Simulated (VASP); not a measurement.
# ZnS (P6_3mc) in VASP: a series of runs, part 2 of 2

VASP 6.6.1. The steps go on from the part before.

### Step 4. Single point, r2SCAN (all Zn atoms moved +0.500 Å, as atom 1 along Cartesian [0 0 1])

POSCAR

```
ZnS
1.0
    3.8087369152      0.0000000000      0.0000000000
   -1.9043684576      3.2984629249      0.0000000000
    0.0000000000      0.0000000000     12.4664651431
Zn S
4 4
Direct
    0.0000000000      0.0000000000      0.0402219926
    0.0000000000      0.0000000000      0.5402219926
    0.3333333333      0.6666666667      0.2901782176
    0.6666666667      0.3333333333      0.7901782176
    0.0000000000      0.0000000000      0.1872361436
    0.0000000000      0.0000000000      0.6872361436
    0.3333333333      0.6666666667      0.4375788466
    0.6666666667      0.3333333333      0.9375788466
```

INCAR.step1

```
ALGO     = Normal         # electronic algorithm
EDIFF    = 1E-4           # SCF threshold, eV
ENCUT    = 520            # plane-wave cutoff, eV
GGA      = PE             # functional
ISMEAR   = 0              # smearing method
LASPH    = True           # aspherical terms in the spheres
LCHARG   = False          # write CHGCAR
LREAL    = False          # projectors in reciprocal space
LWAVE    = True           # write WAVECAR
NBANDS   = 46             # bands
NELM     = 100            # most SCF steps
PREC     = Accurate       # precision mode
SIGMA    = 0.05           # smearing width, eV
```

INCAR.step2

```
ALGO     = Normal         # electronic algorithm
EDIFF    = 1E-6           # SCF threshold, eV
ENCUT    = 520            # plane-wave cutoff, eV
ISIF     = 2              # what is computed and relaxed
ISMEAR   = 0              # smearing method
ISTART   = 1            
LASPH    = True           # aspherical terms in the spheres
LCHARG   = False          # write CHGCAR
LMIXTAU  = True         
LREAL    = False          # projectors in reciprocal space
LWAVE    = False          # write WAVECAR
METAGGA  = R2SCAN         # meta-GGA
NBANDS   = 46             # bands
NELM     = 100            # most SCF steps
PREC     = Accurate       # precision mode
SIGMA    = 0.05           # smearing width, eV
```

KPOINTS

```
k-points
0
Gamma
  6 6 2
```

Potentials or basis: VASP PAW PBE potentials, release 64 (Zn, S).

Run with:

```
$ cat potpaw_PBE.64/Zn/POTCAR potpaw_PBE.64/S/POTCAR > POTCAR
$ cp INCAR.step1 INCAR
$ mpirun -np 1 vasp_std > vasp.out
$ cp INCAR.step2 INCAR
$ mpirun -np 1 vasp_std > vasp.out
```

OUTCAR:

```text
EDIFF = 1E-6
   ENCUT = 520
   ISIF = 2
   ISMEAR = 0
   ISTART = 1
   LASPH = True
   LREAL = False
   METAGGA = R2SCAN
   NELM = 100
   PREC = Accurate

 ion  position               nearest neighbor table
   1  0.000  0.000  0.040-   5 1.83   8 2.54   8 2.54   8 2.54
   2  0.000  0.000  0.540-   6 1.83   7 2.54   7 2.54   7 2.54
   3  0.333  0.667  0.290-   7 1.84   5 2.55   5 2.55   5 2.55
   4  0.667  0.333  0.790-   8 1.84   6 2.55   6 2.55   6 2.55
   5  0.000  0.000  0.187-   1 1.83   3 2.55   3 2.55   3 2.55
   6  0.000  0.000  0.687-   2 1.83   4 2.55   4 2.55   4 2.55
   7  0.333  0.667  0.438-   3 1.84   2 2.54   2 2.54   2 2.54
   8  0.667  0.333  0.938-   4 1.84   1 2.54   1 2.54   1 2.54

  LATTYP: Found a hexagonal cell.
 ALAT       =     3.8087369152
 C/A-ratio  =     3.2731231956

  Lattice vectors:

 A1 = (   3.8087369152,   0.0000000000,   0.0000000000)
 A2 = (  -1.9043684576,   3.2984629249,   0.0000000000)
 A3 = (   0.0000000000,   0.0000000000,  12.4664651431)

Analysis of symmetry for initial positions (statically):
=====================================================================
 Subroutine PRICEL returns:
 Original cell was already a primitive cell.

 Routine SETGRP: Setting up the symmetry group for a
 hexagonal supercell.

 Subroutine GETGRP returns: Found 12 space group operations
 (whereof  6 operations were pure point group operations)
 out of a pool of 24 trial point group operations.

The static configuration has the point symmetry C_3v.
 The point group associated with its full space group is C_6v.

Analysis of symmetry for dynamics (positions and initial velocities):
=====================================================================
 Subroutine PRICEL returns:
 Original cell was already a primitive cell.

 Routine SETGRP: Setting up the symmetry group for a
 hexagonal supercell.

 Subroutine GETGRP returns: Found 12 space group operations
 (whereof  6 operations were pure point group operations)
 out of a pool of 24 trial point group operations.

The dynamic configuration has the point symmetry C_3v.
 The point group associated with its full space group is C_6v.

 Subroutine INISYM returns: Found 12 space group operations
 (whereof  6 operations are pure point group operations),
 and found     1 'primitive' translations

----------------------------------------------------------------------------------------

                                     Primitive cell

  volume of cell :     156.6159

  direct lattice vectors                    reciprocal lattice vectors
     3.808736915  0.000000000  0.000000000     0.262554233  0.151585757  0.000000000
    -1.904368458  3.298462925  0.000000000     0.000000000  0.303171514  0.000000000
     0.000000000  0.000000000 12.466465143     0.000000000  0.000000000  0.080215200

  length of vectors
     3.808736915  3.808736915 12.466465143     0.303171514  0.303171514  0.080215200

  position of ions in fractional coordinates (direct lattice)
[... 51 lines left out ...]
  0.500000  0.000000  0.000000      3.000000
  0.166667  0.166667  0.000000      6.000000
  0.333333  0.166667  0.000000     12.000000
  0.333333  0.333333  0.000000      2.000000
  0.000000  0.000000  0.500000      1.000000
  0.166667  0.000000  0.500000      6.000000
  0.333333  0.000000  0.500000      6.000000
  0.500000  0.000000  0.500000      3.000000
  0.166667  0.166667  0.500000      6.000000
  0.333333  0.166667  0.500000     12.000000
  0.333333  0.333333  0.500000      2.000000
   k-points           NKPTS =     14   k-points in BZ     NKDIM =     14   number of bands    NBANDS=     46
   number of dos      NEDOS =    301   number of ions     NIONS =      8
   total plane-waves  NPLWV =  75264
   dimension x,y,z NGX =    28 NGY =   28 NGZ =   96
   dimension x,y,z NGXF=    56 NGYF=   56 NGZF=  192
   ions per type =               4   4
   NGX,Y,Z   is equivalent  to a cutoff of  12.22, 12.22, 12.80 a.u.
   NGXF,Y,Z  is equivalent  to a cutoff of  24.44, 24.44, 25.60 a.u.
 SYSTEM =  unknown system
   PREC   = accura    normal or accurate (medium, high low for compatibility)
   ISTART =      1    job   : 0-new  1-cont  2-samecut
   ICHARG =      0    charge: 1-file 2-atom 10-const
   ISPIN  =      1    spin polarized calculation?
   LNONCOLLINEAR =      F non collinear calculations
   LSORBIT =      F    spin-orbit coupling
   LASPH  =      T    aspherical Exc in radial PAW
   ENCUT  =  520.0 eV  38.22 Ry    6.18 a.u.   7.08  7.08 23.18*2*pi/ulx,y,z
   NELM   =    100;   NELMIN=  2; NELMDL=  0     # of ELM steps
   EDIFF  = 0.1E-05   stopping-criterion for ELM
   LREAL  =      F    real-space projection
   EDIFFG = 0.1E-04   stopping-criterion for IOM
   NSW    =      0    number of steps for IOM
   IBRION =     -1    ionic relax: 0-MD 1-quasi-New 2-CG
   NFREE  =      0    steps in history (QN), initial steepest desc. (CG)
   ISIF   =      2    stress and relaxation
   ISYM   =      2    0-nonsym 1-usesym 2-fastsym
   POTIM  = 0.5000    time-step for ionic-motion
   TEBEG  =    0.0;   TEEND  =   0.0 temperature during run
   PSTRESS=    0.0 pullay stress
   NELECT =      72.0000    total number of electrons
   NUPDOWN=      -1.0000    fix difference up-down
   EMIN   =  10.00;   EMAX   =-10.00  energy-range for DOS
   EFERMI =   0.00;   METHOD = LEGACY
   ISMEAR =     0;   SIGMA  =   0.05  broadening in eV -4-tet -1-fermi 0-gaus
   EFERMI_NEDOS =   21; number of points for ismear=-14 and -15
   IALGO  =     38    algorithm
   IMIX   =      4    mixing-type and parameters
     AMIX     =   0.40;   BMIX     =  1.00
     AMIX_MAG =   1.60;   BMIX_MAG =  1.00
  volume/ion in A,a.u.               =      19.58       132.11
  Fermi-wavevector in a.u.,A,eV,Ry     =   1.263495  2.387660 21.720624  1.596421
  Thomas-Fermi vector in A             =   2.396849
   LORBIT       =      0    0 simple, 1 ext, 2 COOP (PROOUT), +10 PAW based schemes
   METAGGA = R2SCAN    functional components
   LHFCALC =     F    Hartree Fock is set to
   AEXX    =    0.0000 exact exchange contribution
   IVDW    =     0    specifies the selected vdW correction
   LEPSILON=     F    determine dielectric tensor
   LRPA    =     F    only Hartree local field effects (RPA)
 non-spin polarized calculation
 Gauss-broadening in eV      SIGMA  =   0.05
  energy-cutoff  :      520.00
  volume of cell :      156.62
 maximum number of plane-waves:      4251
   NGX = 15   NGY = 15   NGZ = 47

 number of electron      72.0000023 magnetization

 Free energy of the ion-electron system (eV)
  ---------------------------------------------------
  ext. energy  EPLUGINS =         0.00000000
  ---------------------------------------------------
  free energy    TOTEN  =       -68.68905450 eV

  energy without entropy =      -68.68905450  energy(sigma->0) =      -68.68905450

 E-fermi :   2.3355     XC(G=0): -10.2782

 val. band max:        2.1180780652   @ k =   0.0000   0.0000   0.0000
 cond. band min:       4.6896996156   @ k =   0.0000   0.0000   0.0000
 fundamental gap:      2.5716215503
 Fermi energy:         2.3354730999

 k-point     1 :       0.0000    0.0000    0.0000
  band No.  band energies     occupation
      1     -12.2583      2.00000
      2     -11.7946      2.00000
      3     -11.7896      2.00000
      4     -11.2285      2.00000
      5      -5.7244      2.00000
      6      -5.7011      2.00000
[... 675 lines left out ...]
     45      10.1611      0.00000
     46      10.1611      0.00000

------------------------ aborting loop because EDIFF is reached ----------------------------------------

  FORCE on cell =-STRESS in cart. coord.  units (eV):
  Direction    XX          YY          ZZ          XY          YZ          ZX
  --------------------------------------------------------------------------------------
  -------------------------------------------------------------------------------------
  Total       -4.0123366     -4.0123366     59.1792483      0.0000000      0.0000000     -0.0000000
  in kB      -41.0461124    -41.0461124    605.4023714      0.0000000      0.0000000     -0.0000000
  external PRESSURE =     174.4367155 kB  Pullay stress =       0.0000000 kB

 VOLUME and BASIS-vectors are now :
 -----------------------------------------------------------------------------
  energy-cutoff  :      520.00
  volume of cell :      156.62
      direct lattice vectors                 reciprocal lattice vectors
     3.808736915  0.000000000  0.000000000     0.262554233  0.151585757  0.000000000
    -1.904368458  3.298462925  0.000000000     0.000000000  0.303171514  0.000000000
     0.000000000  0.000000000 12.466465143     0.000000000  0.000000000  0.080215200

 POSITION                                       TOTAL-FORCE (eV/Angst)
 -----------------------------------------------------------------------------------
      0.00000      0.00000      0.50143         0.000000      0.000000     -9.890465
      0.00000      0.00000      6.73466        -0.000000     -0.000000     -9.890465
     -0.00000      2.19898      3.61750         0.000000     -0.000000     -9.694455
      1.90437      1.09949      9.85073        -0.000000      0.000000     -9.694455
      0.00000      0.00000      2.33417        -0.000000     -0.000000      9.893421
      0.00000      0.00000      8.56741         0.000000     -0.000000      9.893421
     -0.00000      2.19898      5.45506         0.000000     -0.000000      9.691499
      1.90437      1.09949     11.68829        -0.000000     -0.000000      9.691499
 -----------------------------------------------------------------------------------
    total drift:                                0.000000      0.000001      0.115522

  FREE ENERGIE OF THE ION-ELECTRON SYSTEM (eV)
  ---------------------------------------------------
  free  energy   TOTEN  =       -68.6890544989 eV

  energy  without entropy=      -68.6890544989  energy(sigma->0) =      -68.68905450
```

Wall time 3.3 min (1 thread of Intel Xeon 6975P-C (Granite Rapids), shared host); peak memory 0.32 GiB.

Results:

| Quantity | Value |
| --- | --- |
| Free energy | -68.6891 eV |
| Pressure | 17.4 GPa |
| Largest force | 9.893 eV/Å |
| Band gap on the k mesh | 2.57 eV |

Forces in eV/Å, atoms in the order of the input:
```
Zn   0.000  0.000 -9.890
Zn   0.000  0.000 -9.890
Zn   0.000  0.000 -9.694
Zn   0.000  0.000 -9.694
S    0.000  0.000  9.893
S    0.000  0.000  9.893
S    0.000  0.000  9.691
S    0.000  0.000  9.691
```

Levels at points of the mesh, in eV from the valence-band top:
```
           k point  band 32  band 33  band 34  band 35  band 36  band 37  band 38  band 39  band 40  band 41
(0.00, 0.00, 0.00)    -0.75    -0.73    -0.73     0.00     0.00     2.57     4.20     4.36     4.40     6.61
(0.50, 0.00, 0.00)    -1.91    -1.71    -1.55    -1.54    -0.30     2.89     3.12     4.23     4.84     5.07
(0.00, 0.00, 0.50)    -1.19    -0.23    -0.23    -0.23    -0.23     3.37     3.37     4.44     4.44     6.94
(0.50, 0.00, 0.50)    -2.28    -2.23    -2.23    -0.72    -0.72     3.65     3.65     3.97     3.97     4.93
```

Caveat: the cell differs from its parent crystal (all Zn atoms moved +0.500 Å, as atom 1 along Cartesian [0 0 1]); the stress differs along the axes, from -4 to 61 GPa; the PAW data sets were made with another functional, which shifts forces and pressure a little. A k mesh can miss the band edges.

### Step 5. Summary

| cell | gap on the mesh (eV) | pressure (GPa) | largest force (eV/Å) |
| --- | --- | --- | --- |
| as given, atomic positions A | 2.77 | 1.6 | 0.81 |
| as given, atomic positions B | 2.69 | 0.6 | 1.01 |
| as given, atomic positions C | 2.57 | 17.4 | 9.89 |

Alike in all rows: task single point; level r2SCAN; potentials or basis VASP PAW PBE potentials, release 64 (Zn, S); no spin polarisation; k mesh 6 × 6 × 2; cutoff (eV) 520; smearing gaussian 0.05 eV.

Caveats: the PAW data sets were made with another functional, which shifts forces and pressure a little; the stress differs along the axes, from -2 to 4 GPa (at least some runs); the stress differs along the axes, from -2 to 5 GPa (at least some runs); the stress differs along the axes, from -4 to 61 GPa (at least some runs).

Absolute energies hang on the potentials; compare differences alone.
